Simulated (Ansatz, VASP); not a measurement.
Ag: VASP beside Ansatz

The input INCAR:

```
SYSTEM = Ag
PREC = Accurate ; ENCUT = 520
EDIFF = 1E-7 ; ISMEAR = 0
SIGMA = 0.15 ; LREAL = .False.
LASPH = .True. ; NELM = 60
ALGO = Fast ; ISIF = 2
LWAVE = .False. ; LCHARG = .True.
GGA = PE ; LELF = .True.
LVHAR = .True. ; NBANDS = 12
```

The input KPOINTS:

```
regular mesh
0
Gamma
  10 10 10
  0 0 0
```

Contents of POSCAR:

```
Ag
1.0
    0.0000000000      2.0431000000      1.8387900000
    2.0431000000      0.0000000000      1.8387900000
    2.0431000000      2.0431000000      0.0000000000
Ag
1
Direct
    0.0000000000      0.0000000000      0.0000000000
```

Input for Ansatz:

```yaml
crystal:
  lattice:
    - [0.0, 2.0431, 1.83879]
    - [2.0431, 0.0, 1.83879]
    - [2.0431, 2.0431, 0.0]
  atoms:
    - { symbol: Ag, position: [0.0, 0.0, 0.0] }
basis:
  ecutwfc: 420
kpoints:
  mp_grid: { grid: [10, 10, 10] }
hamiltonian:
  xc: pbe
scf:
  occupations: { method: gaussian, width: 0.15 }
output:
  forces: true
  stress: true
  eigenvalues: true
```

Change from the starting cell: strain -0.1000 x Voigt [0, 0, 1, 0, 0, 0], atoms carried along.

Alike in both runs: task single point; functional PBE; k mesh 10 × 10 × 10; occupations gaussian, width 0.15 eV; no spin polarisation.

|  | VASP | Ansatz |
| --- | --- | --- |
| version | VASP 6.6.1 | Ansatz 0.2.0 |
| potentials or method | VASP PAW PBE potentials, release 64 (Ag), cutoff 520 eV | scalar-relativistic, plane waves, PAW |
| valence electrons in the cell | 11 | 19 |

VASP gave:

```
gap on the k mesh at the Fermi level (eV)                     : none
pressure (GPa)                                                : 21.4
traceless stress, the component that is largest in VASP (GPa) : 1.52
```

Question: Estimate Ansatz's values.

Answer: gap on the k mesh at the Fermi level (eV): none; pressure (GPa): 21.7; traceless stress, the component that is largest in VASP (GPa): 1.52.

A gap of «none» marks a metal or a gap that the smearing closes. VASP's potentials hold 11 valence electrons a cell and Ansatz's 19, so a difference there can come from the potentials and not from the codes.
